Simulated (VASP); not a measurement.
Write the native input for VASP 6.6.1 that does the following.

```yaml
Task: single point
Functional: r2SCAN
Potentials_or_basis: VASP PAW PBE potentials, release 64 (Ba_sv, Ti_sv, O)
Cutoff: 520 eV
k_mesh: 6 × 6 × 6
Occupations: gaussian, width 0.01 eV
Spin: no spin polarisation
Dipole_correction: no
Further_INCAR_settings: ALGO = Normal; EDIFF = 1e-06; NBANDS = 28
```

BaTiO3 (Barioperovskite):

```
Ba Ti O
1.0
     3.93164    0.00000    0.00000
     0.00000    2.79856    2.80670
     0.00000   -2.79856    2.80670
Ba Ti O
1 1 3
Cartesian
  0.0000 0.0000 0.0000
  1.9658 0.0000 2.8763
  0.0000 0.0000 2.7360
  1.9658 -1.3618 4.2019
  1.9658 1.3618 4.2019
```

One way to write it, as run:

POSCAR

```
BaTiO3
1.0
    3.9316352889      0.0000000000      0.0000000000
    0.0000000000      2.7985588135      2.8066973133
    0.0000000000     -2.7985588135      2.8066973133
Ba Ti O
1 1 3
Direct
    0.0000000000      0.0000000000      0.0000000000
    0.5000000000      0.5124000000      0.5124000000
    0.0000000000      0.4874000000      0.4874000000
    0.5000000000      0.5052400000      0.9918400000
    0.5000000000      0.9918400000      0.5052400000
```

INCAR.step1

```
PREC     = Accurate       # precision mode
ENCUT    = 520            # plane-wave cutoff, eV
ISMEAR   = 0              # smearing method
SIGMA    = 0.01           # smearing width, eV
LREAL    = F              # projectors in reciprocal space
LASPH    = T              # aspherical terms in the spheres
NELM     = 60             # most SCF steps
NBANDS   = 28             # bands
GGA      = PE             # functional
ALGO     = Normal         # electronic algorithm
EDIFF    = 1E-4           # SCF threshold, eV
LWAVE    = T              # write WAVECAR
LCHARG   = F              # write CHGCAR
```

INCAR.step2

```
PREC     = Accurate       # precision mode
ENCUT    = 520            # plane-wave cutoff, eV
EDIFF    = 1E-6           # SCF threshold, eV
ISMEAR   = 0              # smearing method
SIGMA    = 0.01           # smearing width, eV
LREAL    = F              # projectors in reciprocal space
LASPH    = T              # aspherical terms in the spheres
NELM     = 60             # most SCF steps
ALGO     = Normal         # electronic algorithm
ISIF     = 2              # what is computed and relaxed
LWAVE    = F              # write WAVECAR
LCHARG   = F              # write CHGCAR
METAGGA  = R2SCAN         # meta-GGA
LMIXTAU  = T            
NBANDS   = 28             # bands
ISTART   = 1
```

KPOINTS

```
Automatic mesh
0
Gamma
  6 6 6
```

Potentials or basis: VASP PAW PBE potentials, release 64 (Ba_sv, Ti_sv, O).

Run with:

```sh
$ cat potpaw_PBE.64/Ba_sv/POTCAR potpaw_PBE.64/Ti_sv/POTCAR potpaw_PBE.64/O/POTCAR > POTCAR
$ cp INCAR.step1 INCAR
$ mpirun -np 1 vasp_std > vasp.out
$ cp INCAR.step2 INCAR
$ mpirun -np 1 vasp_std > vasp.out
```

It gave:

```
Pressure               : 9.2 GPa
Largest force          : 0.251 eV/Å
Band gap on the k mesh : 2.34 eV, indirect (least direct gap 2.52 eV)
```

Caveat: the PAW data sets were made with another functional, which shifts forces and pressure a little; spin-orbit coupling is left out, which moves the levels of the heavy elements.

Run time: 4 min on 1 thread of Intel Xeon 6975P-C, with other jobs on the host, peak memory 0.24 GiB.
